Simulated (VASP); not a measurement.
A run of VASP 6.6.1:

Contents of POSCAR:

```
ZnSnSb2
1.0
    4.6022060072      0.0000000000      0.0000000000
    0.0000000000      4.6022060072      0.0000000000
    0.0000000000      0.0000000000      6.4386155234
Zn Sn Sb
1 1 2
Direct
    0.0000000000      0.0000000000      0.0000000000
    0.5000000000      0.5000000000      0.5000000000
    0.0000000000      0.5000000000      0.2224030000
    0.5000000000      0.0000000000      0.7775970000
```

The input INCAR.step1:

```
SYSTEM = ZnSnSb2
ALGO = Normal
EDIFF = 1E-4
ENCUT = 520
GGA = PE
ISMEAR = -1
LASPH = .True.
LCHARG = .False.
LREAL = .False.
LWAVE = .True.
NBANDS = 26
NELM = 60
PREC = Accurate
SIGMA = 0.05
```

Contents of INCAR.step2:

```
SYSTEM = ZnSnSb2
ALGO = Normal
EDIFF = 1E-6
ENCUT = 520
ISIF = 2
ISMEAR = -1
ISTART = 1
LASPH = .True.
LCHARG = .False.
LMIXTAU = .True.
LREAL = .False.
LWAVE = .False.
METAGGA = R2SCAN
NBANDS = 26
NELM = 60
PREC = Accurate
SIGMA = 0.05
```

File KPOINTS:

```
k-points
0
Gamma
  4 4 4
  0 0 0
```

Potentials or basis: VASP PAW PBE potentials, release 64 (Zn, Sn_d, Sb).

Command:

```sh
$ cat potpaw_PBE.64/Zn/POTCAR potpaw_PBE.64/Sn_d/POTCAR potpaw_PBE.64/Sb/POTCAR > POTCAR
$ cp INCAR.step1 INCAR
$ mpirun -np 1 vasp_std > vasp.out
$ cp INCAR.step2 INCAR
$ mpirun -np 1 vasp_std > vasp.out
```

Hardware: 1 thread of Intel(R) Xeon(R) 6975P-C (Granite Rapids) (shared host).

How long does it take, and how much memory?

It took 100 s on 1 thread of Intel(R) Xeon(R) 6975P-C (Granite Rapids), with other jobs on the host, peak memory 0.28 GiB. Counts: k points 18.
